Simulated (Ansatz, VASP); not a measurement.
## Co in VASP and in Ansatz

INCAR

```
SYSTEM = Co
PREC = Accurate
ENCUT = 520
EDIFF = 1E-7
ISMEAR = 0
SIGMA = 0.05
LREAL = .False.
LASPH = .True.
NELM = 150
ALGO = Normal
ISIF = 2
LWAVE = .False.
LCHARG = .False.
ISPIN = 2
MAGMOM = 1.5 -1.5
LORBIT = 11
LMAXMIX = 4
GGA = PE
NBANDS = 20
```

File KPOINTS:

```
regular mesh
0
Gamma
  16 16 8
  0 0 0
```

Contents of POSCAR:

```
Co
1.0
    2.5100012721      0.0000000000      0.0000000000
   -1.2550006360      2.1737248651      0.0000000000
    0.0000000000      0.0000000000      4.0712220633
Co
2
Direct
    0.3333333333      0.6666666667      0.7500000000
    0.6666666667      0.3333333333      0.2500000000
```

Input for Ansatz:

```yaml
crystal:
  lattice:
    - [2.5100012721, 0.0, 0.0]
    - [-1.255000636, 2.1737248651, 0.0]
    - [0.0, 0.0, 4.0712220633]
  atoms:
    - { symbol: Co, position: [0.3333333333, 0.6666666667, 0.75], spin: 1.5 }
    - { symbol: Co, position: [0.6666666667, 0.3333333333, 0.25], spin: -1.5 }
basis:
  ecutwfc: 420
  ecutrho_ratio: 4
kpoints:
  mp_grid: { grid: [16, 16, 8] }
hamiltonian:
  xc: pbe
scf:
  occupations: { method: gaussian, width: 0.05 }
output:
  forces: true
  stress: true
  eigenvalues: true
  populations: true
  write_density: true
  write_potential: true
  elf: true
  volumetric_format: npy
magnetization:
  spin_polarized: true
```

Alike in both runs: task single point; functional PBE; k mesh 16 × 16 × 8; occupations gaussian, width 0.05 eV; collinear spin.

```csv
,VASP,Ansatz
version,VASP 6.6.1,Ansatz 0.2.0
potentials or method,"VASP PAW PBE potentials, release 64 (Co), cutoff 520 eV","scalar-relativistic, plane waves, PAW"
valence electrons in the cell,18,34
```

VASP gave:

```
gap on the k mesh at the Fermi level (eV)                     : none
pressure (GPa)                                                : -9.8
traceless stress, the component that is largest in VASP (GPa) : 1.49
net moment per atom (μB)                                      : 0.00
size of the moment on the site where the two differ most (μB) : 1.11
```

Task: Which values does Ansatz return?

Result: gap on the k mesh at the Fermi level (eV): none; pressure (GPa): -5.2; traceless stress, the component that is largest in VASP (GPa): -0.64; net moment per atom (μB): 1.59; size of the moment on the site where the two differ most (μB): 1.67.

The net moments are unlike, so the other rows may belong to different states. Site moments also hang on the region over which each program counts them. A gap of «none» marks a metal or a gap that the smearing closes. VASP's potentials hold 18 valence electrons a cell and Ansatz's 34, so a difference there can come from the potentials and not from the codes. Ansatz's warnings: negative dielectric reading, seeded moment not kept.
